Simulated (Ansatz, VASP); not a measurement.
## Two plane-wave programs on GaAs

```
CELL_PARAMETERS angstrom
0.00000 2.88346 2.88346
2.88346 0.00000 2.88346
2.88346 2.88346 0.00000
ATOMIC_POSITIONS crystal
Ga 0.00000 0.00000 0.00000
As 0.50000 0.50000 0.50000
```

Alike in both runs: task single point; functional r2SCAN; k mesh 6 × 6 × 6; occupations gaussian, width 0.1 eV; no spin polarisation.

|  | VASP | Ansatz |
| --- | --- | --- |
| version | VASP 6.6.1 | Ansatz 0.2.0 |
| potentials or method | VASP PAW PBE potentials, release 64 (Ga_d, As), cutoff 520 eV | scalar-relativistic, plane waves, PAW |
| valence electrons in the cell | 18 | 28 |

```csv
,VASP,Ansatz,Ansatz less VASP
gap on the k mesh at the Fermi level (eV),none,none,-
pressure (GPa),-11.2,-11.2,0.00
```

VASP's potentials were made for PBE, not for r2SCAN. A gap of «none» marks a metal or a gap that the smearing closes. With one functional, cell and mesh, what is left measures potentials, basis and numerics. VASP's potentials hold 18 valence electrons a cell and Ansatz's 28, so a difference there can come from the potentials and not from the codes.
